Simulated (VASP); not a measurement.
Write the native input for VASP 6.6.1 that does the following.

| Item | Value |
| --- | --- |
| Task | single point |
| Functional | PBEsol |
| Potentials or basis | VASP PAW PBE potentials, release 64 (Pb_d, Te) |
| Cutoff | 500 eV |
| k mesh | 6 × 6 × 4 |
| Occupations | gaussian, width 0.02 eV |
| Spin | no spin polarisation |
| Dipole correction | no |
| Further INCAR settings | ALGO = Normal; EDIFF = 1e-06; NBANDS = 28 |

The structure of TePb (a.eB) lies in POSCAR:

```
TePb
1.0
    4.5561819061      0.0000000000      0.0000000000
    0.0000000000      4.5561819061      0.0000000000
    0.0000000000      0.0000000000      6.4434142455
Pb Te
2 2
Direct
    0.0000000000      0.0000000000      0.0000000000
    0.5000000000      0.5000000000      0.5000000000
    0.5000000000      0.5000000000      0.0000000000
    0.0000000000      0.0000000000      0.5000000000
```

The input as run:

INCAR

```
PREC = Accurate
ENCUT = 500
EDIFF = 1E-6
ISMEAR = 0
SIGMA = 0.02
LREAL = F
LASPH = T
NELM = 120
ALGO = Normal
ISIF = 2
LWAVE = F
LCHARG = T
GGA = PS
LELF = T
LVHAR = T
NBANDS = 28
GGA_COMPAT = F
```

KPOINTS

```
regular mesh
0
Gamma
  6 6 4
```

Potentials or basis: VASP PAW PBE potentials, release 64 (Pb_d, Te).

Command:

```bash
$ cat potpaw_PBE.64/Pb_d/POTCAR potpaw_PBE.64/Te/POTCAR > POTCAR
$ mpirun -np 1 vasp_std > vasp.out
```

It gave:

```yaml
Pressure: -0.1 GPa
Band_gap_on_the_k_mesh: 0.65 eV
```

Caveat: the PAW data sets were made with another functional, which shifts forces and pressure a little; spin-orbit coupling is left out, which moves the levels of the heavy elements.

Wall time 2.5 min on 1 thread of Intel Xeon 8259CL (shared host), peak memory 0.29 GiB.
